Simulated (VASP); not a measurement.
Crystal: Co.

```
Co
1.0
     2.47200    0.00000    0.00000
    -1.23600    2.14081    0.00000
     0.00000    0.00000    4.02114
Co
2
Direct
  0.66667 0.33333 0.75000
  0.33333 0.66667 0.25000
```

Base run:

- Program: VASP 6.6.1
- Functional: BLYP
- Potentials or basis: VASP PAW PBE potentials, release 64 (Co)
- Cutoff: 520 eV
- k mesh: 12 × 12 × 7
- Occupations: fermi-dirac, width 0.05 eV
- Spin: collinear spin, ferromagnetic start
- Starting moments: [2.0, 2.0] μB

Its results: pressure 13.5 GPa; net moment 3.11 μB per cell; site moments Co +1.56 μB.

Question: The run is repeated on the same cell with these changes: functional from BLYP to PBE exchange alone. What comes out?

Answer: Pressure 32.6 GPa; net moment 3.30 μB per cell; site moments Co +1.67 μB.

Caveats: the cell stands under pressure; the PAW data sets were made with another functional, which shifts forces and pressure a little (at least some runs).
